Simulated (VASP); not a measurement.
Runs of VASP 6.6.1 on VN (rocksalt type). The structure is that of space group Fm-3m (No. 225), or close to it. The cells are those of the table. 

```tsv
task	cell	cutoff (eV)	k mesh for the DOS	occupations for the DOS	gap on the mesh (eV)	pressure (GPa)
single point	a = 2.675 Å, angles 60.0°, 2 atoms	600	-	-	none	(b)
single point	a = 2.822 Å, angles 60.0°, 2 atoms	600	-	-	none	24.9
single point	a = 2.881 Å, angles 60.0°, 2 atoms	600	-	-	none	0.5
single point	a = 2.582 Å, angles 60.0°, 2 atoms	600	-	-	none	228.4
single point	a = 2.483 Å, angles 60.0°, 2 atoms	600	-	-	none	(a)
single point	a = 2.761 Å, angles 60.0°, 2 atoms	600	-	-	none	58.6
```

Alike in all rows: level PBEsol; potentials or basis VASP PAW PBE potentials, release 64 (V_sv, N); no spin polarisation; k mesh 17 × 17 × 17; smearing fermi-dirac 0.1 eV.

Question: Estimate the missing entries.

Answer: (a) 395.7; (b) 124.6.

Caveats: the PAW data sets were made with another functional, which shifts forces and pressure a little; the run has no spin polarisation, though such a crystal can be magnetic.

A gap of «none» marks levels without a gap at the run's occupations.
